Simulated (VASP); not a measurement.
Input of a VASP 6.6.1 run:

File INCAR:

```
PREC = Accurate
ENCUT = 600
EDIFF = 1E-6
ISMEAR = 0
SIGMA = 0.05
LREAL = False
LASPH = True
NELM = 120
ALGO = Normal
ISIF = 2
LWAVE = False
LCHARG = False
GGA = PE
NBANDS = 11
GGA_COMPAT = False
```

File KPOINTS:

```
regular mesh
0
Gamma
  4 4 4
```

The input POSCAR:

```
SiC
1.0
    0.0000000000      2.1740000000      2.1740000000
    2.1740000000      0.0000000000      2.1740000000
    2.1740000000      2.1740000000      0.0000000000
Si C
1 1
Direct
    0.1379944802      0.1379944802     -0.3331481457
    0.7500000000      0.7500000000      0.7500000000
```

Potentials or basis: VASP PAW PBE potentials, release 64 (Si, C).

Command:

```console
$ cat potpaw_PBE.64/Si/POTCAR potpaw_PBE.64/C/POTCAR > POTCAR
$ mpirun -np 1 vasp_std > vasp.out
```

Task: Predict the pressure.

Result: 20.8 GPa.

Task: What does it give for the largest force?

Result: 3.249 eV/Å.

Forces in eV/Å, atoms in the order of the input:
```
Si  -0.942 -0.942 -2.963
C    0.942  0.942  2.963
```

Caveat: the k points lie up to 0.63 Å⁻¹ apart; the cell differs from its parent crystal (atom 1 (Si) moved by (-0.600, +0.600) A along [1 1 0] and z); forces of over 1 eV/Å act on the atoms, so gaps and moduli don't describe the material at rest.
